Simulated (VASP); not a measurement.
## Ge: single point with LDA

Crystal: Ge.

```
Ge
1.0
    -1.57958    1.57958    1.57958
     1.57958   -1.57958    1.57958
     1.57958    1.57958   -1.57958
Ge
1
Direct
  0.00000 0.00000 0.00000
```

This isn't the form of Ge at room conditions, which is diamond.

```json
{
 "Program": "VASP 6.6.1",
 "Task": "single point",
 "Functional": "LDA",
 "Potentials or basis": "VASP PAW LDA potentials, release 64 (Ge_d)",
 "Cutoff": "520 eV",
 "k mesh": "15 × 15 × 15",
 "Occupations": "fermi-dirac, width 0.1 eV",
 "Spin": "no spin polarisation",
 "Dipole correction": "no",
 "Further INCAR settings": "ALGO = Normal; EDIFF = 1e-07; NBANDS = 13"
}
```

- Pressure: 12.8 GPa
- Band gap on the k mesh: zero (bands 7 and 8 overlap by 14.77 eV)

Levels at points of the mesh, in eV from the Fermi level:
```tsv
k point	band 4	band 5	band 6	band 7	band 8	band 9	band 10	band 11
(0.00, 0.00, 0.00)	-24.75	-24.75	-14.74	11.08	11.08	11.08	16.54	16.54
```

Run time: 10 s on 1 thread of Intel(R) Xeon(R) Platinum 8488C (Sapphire Rapids), on a shared host, peak memory 0.13 GiB.

Caveat: the cell stands under pressure.
